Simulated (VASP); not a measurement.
# CdClO (P6_3mc) in VASP: further runs

The runs below take CdClO through single point, with PBE.

All numbers are computed with VASP 6.6.1; they aren't measurements. Logs are shortened: lines on timing, memory, paths and dates and some standing lists are left out, and cuts for length are marked.

## Step 1: The cell of the first run

It takes space group P6_3mc (No. 186, hexagonal). Conventional cell: a = 3.747 Å, b = 3.747 Å, c = 9.400 Å, α = 90.00°, β = 90.00°, γ = 120.00°. Within 3.1 Å of Cd (site symmetry 3m) lie 3 O at 2.24 Å and 4 Cl at 2.75 to 3.00 Å. Cl (site symmetry 3m) has 4 Cd at 2.75 to 3.00 Å and 6 O at 3.13 to 3.26 Å within 3.6 Å. Within 3.0 Å of O (site symmetry 3m) lie 3 Cd at 2.24 Å.

## Step 2: Single point, PBE

Input file INCAR:

```
  PREC = Accurate
  ENCUT = 520
  EDIFF = 1E-6
  ISMEAR = 1
  SIGMA = 0.01
  LREAL = False
  LASPH = True
  NELM = 100
  ALGO = Normal
  ISIF = 2
  LWAVE = False
  LCHARG = True
  GGA = PE
  LELF = True
  LVHAR = True
  NBANDS = 34
```

Input file KPOINTS:

```
regular mesh
0
Gamma
  7 7 3
```

Input file POSCAR:

```
CdClO
1.0
    3.7471551776      0.0000000000      0.0000000000
   -1.8735775888      3.2451314602      0.0000000000
    0.0000000000      0.0000000000      9.4004523779
Cd Cl O
2 2 2
Direct
    0.3333333333      0.6666666667      0.5190610000
    0.6666666667      0.3333333333      0.0190610000
    0.3333333333      0.6666666667      0.8387190000
    0.6666666667      0.3333333333      0.3387190000
    0.0000000000      0.0000000000      0.5792210000
    0.0000000000      0.0000000000      0.0792210000
```

Potentials or basis: VASP PAW PBE potentials, release 64 (Cd, Cl, O).

Run with:

```console
$ cat potpaw_PBE.64/Cd/POTCAR potpaw_PBE.64/Cl/POTCAR potpaw_PBE.64/O/POTCAR > POTCAR
$ mpirun -np 1 vasp_std > vasp.out
```

OUTCAR:

```text
PREC = Accurate
   ENCUT = 520
   EDIFF = 1E-6
   ISMEAR = 1
   LREAL = False
   LASPH = True
   NELM = 100
   ISIF = 2
   GGA = PE

 ion  position               nearest neighbor table
   1  0.333  0.667  0.519-   5 2.24   5 2.24   5 2.24   4 2.75   4 2.75   4 2.75   3 3.00
   2  0.667  0.333  0.019-   6 2.24   6 2.24   6 2.24   3 2.75   3 2.75   3 2.75   4 3.00
   3  0.333  0.667  0.839-   2 2.75   2 2.75   2 2.75   1 3.00
   4  0.667  0.333  0.339-   1 2.75   1 2.75   1 2.75   2 3.00
   5  0.000  0.000  0.579-   1 2.24   1 2.24   1 2.24
   6  0.000  0.000  0.079-   2 2.24   2 2.24   2 2.24

  LATTYP: Found a hexagonal cell.
 ALAT       =     3.7471551776
 C/A-ratio  =     2.5086904418

  Lattice vectors:

 A1 = (   3.7471551776,   0.0000000000,   0.0000000000)
 A2 = (  -1.8735775888,   3.2451314602,   0.0000000000)
 A3 = (   0.0000000000,   0.0000000000,   9.4004523779)

Analysis of symmetry for initial positions (statically):
=====================================================================
 Subroutine PRICEL returns:
 Original cell was already a primitive cell.

 Routine SETGRP: Setting up the symmetry group for a
 hexagonal supercell.

 Subroutine GETGRP returns: Found 12 space group operations
 (whereof  6 operations were pure point group operations)
 out of a pool of 24 trial point group operations.

The static configuration has the point symmetry C_3v.
 The point group associated with its full space group is C_6v.

Analysis of symmetry for dynamics (positions and initial velocities):
=====================================================================
 Subroutine PRICEL returns:
 Original cell was already a primitive cell.

 Routine SETGRP: Setting up the symmetry group for a
 hexagonal supercell.

 Subroutine GETGRP returns: Found 12 space group operations
 (whereof  6 operations were pure point group operations)
 out of a pool of 24 trial point group operations.

The dynamic configuration has the point symmetry C_3v.
 The point group associated with its full space group is C_6v.

 Subroutine INISYM returns: Found 12 space group operations
 (whereof  6 operations are pure point group operations),
 and found     1 'primitive' translations

----------------------------------------------------------------------------------------

                                     Primitive cell

  volume of cell :     114.3096

  direct lattice vectors                    reciprocal lattice vectors
     3.747155178  0.000000000  0.000000000     0.266869119  0.154076963  0.000000000
    -1.873577589  3.245131460  0.000000000     0.000000000  0.308153926  0.000000000
     0.000000000  0.000000000  9.400452378     0.000000000  0.000000000  0.106377859

  length of vectors
     3.747155178  3.747155078  9.400452378     0.308153918  0.308153926  0.106377859

  position of ions in fractional coordinates (direct lattice)
     0.333333333  0.666666667  0.519061000
     0.666666667  0.333333333  0.019061000
     0.333333333  0.666666667  0.838719000
     0.666666667  0.333333333  0.338719000
     0.000000000  0.000000000  0.579221000
     0.000000000  0.000000000  0.079221000

  ion indices of the primitive-cell ions
   primitive index   ion index
                 1           1
                 2           2
                 3           3
                 4           4
                 5           5
                 6           6

----------------------------------------------------------------------------------------

 KPOINTS: regular mesh

Automatic generation of k-mesh.
 Grid dimensions read from file:
 generate k-points for:    7    7    3

 Generating k-lattice:

  Cartesian coordinates                     Fractional coordinates (reciprocal lattice)
     0.038124160  0.022010995  0.000000000     0.142857143  0.000000000  0.000000000
     0.000000000  0.044021989  0.000000000     0.000000000  0.142857143  0.000000000
     0.000000000  0.000000000  0.035459286     0.000000000  0.000000000  0.333333333

  Length of vectors
     0.044021988  0.044021989  0.035459286

  Shift w.r.t. Gamma in fractional coordinates (k-lattice)
     0.000000000  0.000000000  0.000000000

 Subroutine IBZKPT returns following result:
 ===========================================

 Found     16 irreducible k-points:

 Following reciprocal coordinates:
            Coordinates               Weight
  0.000000  0.000000  0.000000      1.000000
  0.142857  0.000000  0.000000      6.000000
  0.285714  0.000000  0.000000      6.000000
  0.428571  0.000000  0.000000      6.000000
  0.142857  0.142857  0.000000      6.000000
  0.285714  0.142857  0.000000     12.000000
[... 8 lines left out ...]
  0.428571  0.142857  0.333333     12.000000
  0.285714  0.285714  0.333333     12.000000
   k-points           NKPTS =     16   k-points in BZ     NKDIM =     16   number of bands    NBANDS=     34
   number of dos      NEDOS =    301   number of ions     NIONS =      6
   total plane-waves  NPLWV =  54880
[... 52 lines left out ...]
   NGX = 13   NGY = 13   NGZ = 35

 number of electron      50.0000003 magnetization

 Free energy of the ion-electron system (eV)
  ---------------------------------------------------
  ext. energy  EPLUGINS =         0.00000000
  ---------------------------------------------------
  free energy    TOTEN  =       -17.32542976 eV

  energy without entropy =      -17.32556828  energy(sigma->0) =      -17.32547593

 E-fermi :  -0.0381     XC(G=0):  -9.5371

 val. band max:       -0.0500634893   @ k =   0.4286   0.0000   0.0000
 cond. band min:      -0.0368975052   @ k =   0.2857   0.0000   0.0000
 fundamental gap:      0.0131659842
 Fermi energy:        -0.0380783244

 k-point     1 :       0.0000    0.0000    0.0000
  band No.  band energies     occupation
      1     -16.1812      2.00000
      2     -16.1028      2.00000
      3     -13.8013      2.00000
      4     -13.6888      2.00000
      5      -6.7296      2.00000
      6      -6.7296      2.00000
[... 26 lines left out ...]
     33      10.6575      0.00000
     34      10.6575      0.00000

 k-point     2 :       0.1429    0.0000    0.0000
  band No.  band energies     occupation
      1     -16.1356      2.00000
      2     -16.0705      2.00000
      3     -13.7552      2.00000
      4     -13.6706      2.00000
      5      -6.7039      2.00000
      6      -6.6670      2.00000
[... 26 lines left out ...]
     33      10.8425      0.00000
     34      11.1568      0.00000

 k-point     3 :       0.2857    0.0000    0.0000
  band No.  band energies     occupation
      1     -16.0363      2.00000
      2     -16.0002      2.00000
      3     -13.6441      2.00000
      4     -13.6159      2.00000
      5      -6.5646      2.00000
      6      -6.4839      2.00000
[... 26 lines left out ...]
     33      10.6080      0.00000
     34      11.2405      0.00000

 k-point     4 :       0.4286    0.0000    0.0000
  band No.  band energies     occupation
      1     -15.9607      2.00000
      2     -15.9470      2.00000
      3     -13.5631      2.00000
      4     -13.5393      2.00000
      5      -6.4026      2.00000
      6      -6.3830      2.00000
[... 26 lines left out ...]
     33      10.9359      0.00000
     34      11.4458      0.00000

 k-point     5 :       0.1429    0.1429    0.0000
  band No.  band energies     occupation
      1     -16.0636      2.00000
      2     -16.0194      2.00000
      3     -13.6755      2.00000
      4     -13.6331      2.00000
      5      -6.6265      2.00000
      6      -6.5640      2.00000
[... 325 lines left out ...]
 k-point    14 :       0.2857    0.1429    0.3333
  band No.  band energies     occupation
      1     -15.9738      2.00000
      2     -15.9640      2.00000
      3     -13.5706      2.00000
      4     -13.5659      2.00000
      5      -6.4527      2.00000
      6      -6.4096      2.00000
[... 26 lines left out ...]
     33      10.5011      0.00000
     34      10.9443      0.00000

 k-point    15 :       0.4286    0.1429    0.3333
  band No.  band energies     occupation
      1     -15.9405      2.00000
      2     -15.9359      2.00000
      3     -13.5303      2.00000
      4     -13.5193      2.00000
      5      -6.4001      2.00000
      6      -6.3645      2.00000
[... 26 lines left out ...]
     33      10.3992      0.00000
     34      10.7300      0.00000

 k-point    16 :       0.2857    0.2857    0.3333
  band No.  band energies     occupation
      1     -15.9345      2.00000
      2     -15.9303      2.00000
      3     -13.5133      2.00000
      4     -13.5091      2.00000
      5      -6.3398      2.00000
      6      -6.3381      2.00000
[... 26 lines left out ...]
     33      10.1130      0.00000
     34      10.2441      0.00000

------------------------ aborting loop because EDIFF is reached ----------------------------------------

  FORCE on cell =-STRESS in cart. coord.  units (eV):
  Direction    XX          YY          ZZ          XY          YZ          ZX
  --------------------------------------------------------------------------------------
  -------------------------------------------------------------------------------------
  Total        0.0778657      0.0778657      1.2857535      0.0000000      0.0000000      0.0000000
  in kB        1.0913757      1.0913756     18.0212779      0.0000000      0.0000000      0.0000000
  external PRESSURE =       6.7346764 kB  Pullay stress =       0.0000000 kB

 VOLUME and BASIS-vectors are now :
 -----------------------------------------------------------------------------
  energy-cutoff  :      520.00
  volume of cell :      114.31
      direct lattice vectors                 reciprocal lattice vectors
     3.747155178  0.000000000  0.000000000     0.266869119  0.154076963  0.000000000
    -1.873577589  3.245131460  0.000000000     0.000000000  0.308153926  0.000000000
     0.000000000  0.000000000  9.400452378     0.000000000  0.000000000  0.106377859

 POSITION                                       TOTAL-FORCE (eV/Angst)
 -----------------------------------------------------------------------------------
     -0.00000      2.16342      4.87941        -0.000000     -0.000000      0.108662
      1.87358      1.08171      0.17918         0.000000      0.000000      0.108662
     -0.00000      2.16342      7.88434        -0.000000      0.000000     -0.326732
      1.87358      1.08171      3.18411         0.000000     -0.000000     -0.326732
      0.00000      0.00000      5.44494         0.000000      0.000000      0.218069
      0.00000      0.00000      0.74471        -0.000000     -0.000000      0.218069
 -----------------------------------------------------------------------------------
    total drift:                               -0.000000     -0.000000     -0.001023

  FREE ENERGIE OF THE ION-ELECTRON SYSTEM (eV)
  ---------------------------------------------------
  free  energy   TOTEN  =       -17.3254297629 eV

  energy  without entropy=      -17.3255682785  energy(sigma->0) =      -17.32547593
```

Run time: 2.8 min. Hardware: 1 thread of Intel Xeon 8259CL, shared host; peak memory 0.25 GiB.

What came out:

```
Free energy            : -17.3254 eV
Pressure               : 0.7 GPa
Largest force          : 0.327 eV/Å
Band gap on the k mesh : zero (bands 25 and 26 overlap by 0.16 eV)
```

Forces on the atoms (eV/Å):
```
Cd   0.000  0.000  0.109
Cd   0.000  0.000  0.109
Cl   0.000  0.000 -0.327
Cl   0.000  0.000 -0.327
O    0.000  0.000  0.218
O    0.000  0.000  0.218
```

Stress tensor (GPa, compression positive):
```
0.11 0.00 0.00
0.00 0.11 0.00
0.00 0.00 1.80
```

Levels at points of the mesh, in eV from the Fermi level:
| k point | band 22 | band 23 | band 24 | band 25 | band 26 | band 27 | band 28 | band 29 |
| --- | --- | --- | --- | --- | --- | --- | --- | --- |
| (0.00, 0.00, 0.00) | -0.08 | -0.08 | 0.07 | 0.07 | 0.15 | 2.75 | 5.00 | 7.07 |

## Step 3: Single point, PBE

This run uses another cell than the first one, of 19.65 Å³/atom.

Input file INCAR:

```
SYSTEM = CdClO
PREC = Accurate ; ENCUT = 520
EDIFF = 1E-6 ; ISMEAR = 1
SIGMA = 0.01 ; LREAL = .False.
LASPH = .True. ; NELM = 60
ALGO = Normal ; ISIF = 2
LWAVE = .False. ; LCHARG = .True.
GGA = PE ; LELF = .True.
LVHAR = .True. ; NBANDS = 34
```

Input file KPOINTS:

```
Automatic mesh
0
Gamma
  7 7 3
  0 0 0
```

POSCAR: that of step 2 with these lines changed.

```diff
@@ -2,5 +2,5 @@
 1.0
-    3.7471551776      0.0000000000      0.0000000000
-   -1.8735775888      3.2451314602      0.0000000000
-    0.0000000000      0.0000000000      9.4004523779
+    3.7861908533      0.0000000000      0.0000000000
+   -1.8930954267      3.2789373459      0.0000000000
+    0.0000000000      0.0000000000      9.4983808045
 Cd Cl O
```

Potentials or basis: VASP PAW PBE potentials, release 64 (Cd, Cl, O).

Run with:

```console
$ cat potpaw_PBE.64/Cd/POTCAR potpaw_PBE.64/Cl/POTCAR potpaw_PBE.64/O/POTCAR > POTCAR
$ mpirun -np 1 vasp_std > vasp.out
```

Wall time 2.7 min (1 thread of Intel Xeon 8259CL, shared host); peak memory 0.25 GiB.

The run converged. Its results:

```yaml
Free_energy: -17.3215 eV
Pressure: -1.2 GPa
Largest_force: 0.205 eV/Å
Band_gap_on_the_k_mesh: zero (bands 25 and 26 overlap by 0.14 eV)
```

Forces on the atoms (eV/Å):
```
Cd   0.000  0.000  0.124
Cd   0.000  0.000  0.124
Cl   0.000  0.000 -0.205
Cl   0.000  0.000 -0.205
O    0.000  0.000  0.081
O    0.000  0.000  0.081
```

Stress tensor (GPa, compression positive):
```
-1.87  0.00  0.00
 0.00 -1.87  0.00
 0.00  0.00  0.27
```

Levels at points of the mesh, in eV from the Fermi level:
```tsv
k point	band 21	band 22	band 23	band 24	band 25	band 26	band 27	band 28	band 29	band 30
(0.00, 0.00, 0.00)	-0.60	-0.09	-0.09	0.05	0.05	0.15	2.64	4.81	6.98	7.27
```

## Step 4: Single point, PBE

This run uses another cell than the first one, of 20.25 Å³/atom.

Input file INCAR:

```
SYSTEM = CdClO
  ALGO = Normal
  EDIFF = 1E-6
  ENCUT = 520
  GGA = PE
  ISIF = 2
  ISMEAR = 1
  LASPH = .TRUE.
  LCHARG = .TRUE.
  LELF = .TRUE.
  LREAL = .FALSE.
  LVHAR = .TRUE.
  LWAVE = .FALSE.
  NBANDS = 34
  NELM = 60
  PREC = Accurate
  SIGMA = 0.01
```

Input file KPOINTS:

```
k-points
0
G
  7 7 3
  0 0 0
```

POSCAR: that of step 3 with these lines changed.

```diff
@@ -2,5 +2,5 @@
 1.0
-    3.7861908533      0.0000000000      0.0000000000
-   -1.8930954267      3.2789373459      0.0000000000
-    0.0000000000      0.0000000000      9.4983808045
+    3.8244377940      0.0000000000      0.0000000000
+   -1.9122188970      3.3120601669      0.0000000000
+    0.0000000000      0.0000000000      9.5943305390
 Cd Cl O
```

Run with:

```console
$ cat potpaw_PBE.64/Cd/POTCAR potpaw_PBE.64/Cl/POTCAR potpaw_PBE.64/O/POTCAR > POTCAR
$ mpirun -np 1 vasp_std > vasp.out
```

It took 3.2 min on 1 thread of Intel Xeon 8259CL, shared host; peak memory 0.25 GiB.

It converged, with:

* Free energy: -17.2799 eV
* Pressure: -2.7 GPa
* Largest force: 0.137 eV/Å
* Band gap on the k mesh: zero (bands 25 and 26 overlap by 0.13 eV)

Forces in eV/Å, atoms in the order of the input:
```
Cd   0.000  0.000  0.137
Cd   0.000  0.000  0.137
Cl   0.000  0.000 -0.092
Cl   0.000  0.000 -0.092
O    0.000  0.000 -0.044
O    0.000  0.000 -0.044
```

Stress tensor (GPa, compression positive):
```
-3.48  0.00  0.00
 0.00 -3.48  0.00
 0.00  0.00 -1.05
```

Levels at points of the mesh, in eV from the Fermi level:
```tsv
k point	band 21	band 22	band 23	band 24	band 25	band 26	band 27	band 28	band 29	band 30
(0.00, 0.00, 0.00)	-0.58	-0.09	-0.09	0.04	0.04	0.16	2.54	4.63	6.89	7.26
```

## Step 5: Single point, PBE

This run uses another cell than the first one, of 20.86 Å³/atom.

Input file INCAR:

```
PREC = Accurate ; ENCUT = 520
EDIFF = 1E-7 ; ISMEAR = 1
SIGMA = 0.01 ; LREAL = F
LASPH = T ; NELM = 80
ALGO = Normal ; ISIF = 2
LWAVE = F ; LCHARG = T
GGA = PE ; LELF = T
LVHAR = T ; NBANDS = 34
```

Input file KPOINTS:

```
regular mesh
0
Gamma
  7 7 3
```

POSCAR: that of step 4 with these lines changed.

```diff
@@ -2,5 +2,5 @@
 1.0
-    3.8244377940      0.0000000000      0.0000000000
-   -1.9122188970      3.3120601669      0.0000000000
-    0.0000000000      0.0000000000      9.5943305390
+    3.8619346733      0.0000000000      0.0000000000
+   -1.9309673367      3.3445334158      0.0000000000
+    0.0000000000      0.0000000000      9.6883986018
 Cd Cl O
```

Run with:

```console
$ cat potpaw_PBE.64/Cd/POTCAR potpaw_PBE.64/Cl/POTCAR potpaw_PBE.64/O/POTCAR > POTCAR
$ mpirun -np 1 vasp_std > vasp.out
```

It took 2.4 min on 1 thread of Intel Xeon 8259CL, shared host; peak memory 0.27 GiB.

It converged, with:

```
Free energy            : -17.2068 eV
Pressure               : -3.9 GPa
Largest force          : 0.158 eV/Å
Band gap on the k mesh : zero (bands 25 and 26 overlap by 0.13 eV)
```

Forces in eV/Å, atoms in the order of the input:
```
Cd   0.000  0.000  0.150
Cd   0.000  0.000  0.150
Cl   0.000  0.000  0.008
Cl   0.000  0.000  0.008
O    0.000  0.000 -0.158
O    0.000  0.000 -0.158
```

Stress tensor (GPa, compression positive):
```
-4.83  0.00  0.00
 0.00 -4.83  0.00
 0.00  0.00 -2.15
```

Levels at points of the mesh, in eV from the Fermi level:
| k point | band 21 | band 22 | band 23 | band 24 | band 25 | band 26 | band 27 | band 28 | band 29 | band 30 |
| --- | --- | --- | --- | --- | --- | --- | --- | --- | --- | --- |
| (0.00, 0.00, 0.00) | -0.55 | -0.09 | -0.09 | 0.03 | 0.03 | 0.15 | 2.44 | 4.46 | 6.80 | 7.24 |

Caveat: the cell stands under tension.

## Step 6: Single point, PBE

This run uses another cell than the first one, of 21.46 Å³/atom.

Input file INCAR:

```
PREC = Accurate
ENCUT = 520
EDIFF = 1E-6
ISMEAR = 1
SIGMA = 0.01
LREAL = False
LASPH = True
NELM = 100
ALGO = Normal
ISIF = 2
LWAVE = False
LCHARG = False
GGA = PE
NBANDS = 34
```

Input file KPOINTS:

```
Automatic mesh
0
Gamma
  7 7 3
```

POSCAR: that of step 5 with these lines changed.

```diff
@@ -2,5 +2,5 @@
 1.0
-    3.8619346733      0.0000000000      0.0000000000
-   -1.9309673367      3.3445334158      0.0000000000
-    0.0000000000      0.0000000000      9.6883986018
+    3.8987172173      0.0000000000      0.0000000000
+   -1.9493586087      3.3763880322      0.0000000000
+    0.0000000000      0.0000000000      9.7806746183
 Cd Cl O
```

Potentials or basis: VASP PAW PBE potentials, release 64 (Cd, Cl, O).

Run with:

```console
$ cat potpaw_PBE.64/Cd/POTCAR potpaw_PBE.64/Cl/POTCAR potpaw_PBE.64/O/POTCAR > POTCAR
$ mpirun -np 1 vasp_std > vasp.out
```

It took 2.3 min on 1 thread of Intel Xeon 8259CL, shared host; peak memory 0.28 GiB.

It converged, with:

* Free energy: -17.1075 eV
* Pressure: -5.0 GPa
* Largest force: 0.262 eV/Å
* Band gap on the k mesh: zero (bands 25 and 26 overlap by 0.12 eV)

Forces on the atoms (eV/Å):
```
Cd   0.000  0.000  0.163
Cd   0.000  0.000  0.163
Cl   0.000  0.000  0.098
Cl   0.000  0.000  0.098
O    0.000  0.000 -0.262
O    0.000  0.000 -0.262
```

Stress tensor (GPa, compression positive):
```
-5.98  0.00  0.00
 0.00 -5.98  0.00
 0.00  0.00 -3.05
```

Levels at points of the mesh, in eV from the Fermi level:
| k point | band 21 | band 22 | band 23 | band 24 | band 25 | band 26 | band 27 | band 28 | band 29 | band 30 |
| --- | --- | --- | --- | --- | --- | --- | --- | --- | --- | --- |
| (0.00, 0.00, 0.00) | -0.54 | -0.09 | -0.09 | 0.02 | 0.02 | 0.15 | 2.35 | 4.30 | 6.72 | 7.22 |

Caveat: the cell stands under tension.

## Step 7: The runs side by side

```tsv
cell	gap on the mesh (eV)	pressure (GPa)	largest force (eV/Å)
a = 3.747, b = 3.747, c = 9.400 Å, angles 90.0, 90.0, 120.0°, 6 atoms	none	0.7	0.33
a = 3.786, b = 3.786, c = 9.498 Å, angles 90.0, 90.0, 120.0°, 6 atoms	none	-1.2	0.20
a = 3.824, b = 3.824, c = 9.594 Å, angles 90.0, 90.0, 120.0°, 6 atoms	none	-2.7	0.14
a = 3.862, b = 3.862, c = 9.688 Å, angles 90.0, 90.0, 120.0°, 6 atoms	none	-3.9	0.16
a = 3.899, b = 3.899, c = 9.781 Å, angles 90.0, 90.0, 120.0°, 6 atoms	none	-5.0	0.26
```

Alike in all rows: task single point; level PBE; potentials or basis VASP PAW PBE potentials, release 64 (Cd, Cl, O); no spin polarisation; k mesh 7 × 7 × 3; cutoff (eV) 520; smearing methfessel-paxton 0.01 eV.

Caveats: the cell stands under tension (at least some runs).

Total energies depend on the potentials used, so only differences within one code and one set of settings carry meaning.
